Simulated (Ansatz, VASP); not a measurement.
## BN in VASP and in Ansatz

```
B N
1.0
     0.00000    1.70610    2.04732
     1.70610    0.00000    2.04732
     1.70610    1.70610    0.00000
B N
1 1
Direct
  0.00000 0.00000 0.00000
  0.75000 0.75000 0.75000
```

Alike in both runs: task single point; functional r2SCAN; k mesh 12 × 12 × 12; occupations gaussian, width 0.05 eV; no spin polarisation.

|  | VASP | Ansatz |
| --- | --- | --- |
| version | VASP 6.6.1 | Ansatz 0.2.0 |
| potentials or method | VASP PAW PBE potentials, release 64 (B, N), cutoff 520 eV | scalar-relativistic, plane waves, PAW |
| valence electrons in the cell | 8 | 8 |

|  | VASP | Ansatz | Ansatz less VASP |
| --- | --- | --- | --- |
| gap on the k mesh at the Fermi level (eV) | 3.27 | 3.29 | +0.020 |
| least direct gap on the mesh (eV) | 7.51 | 7.52 | +0.012 |
| pressure (GPa) | -3.4 | -4.5 | -1.04 |
| traceless stress, the component that is largest in VASP (GPa) | -97.32 | -97.54 | -0.217 |

VASP's potentials were made for PBE, not for r2SCAN.
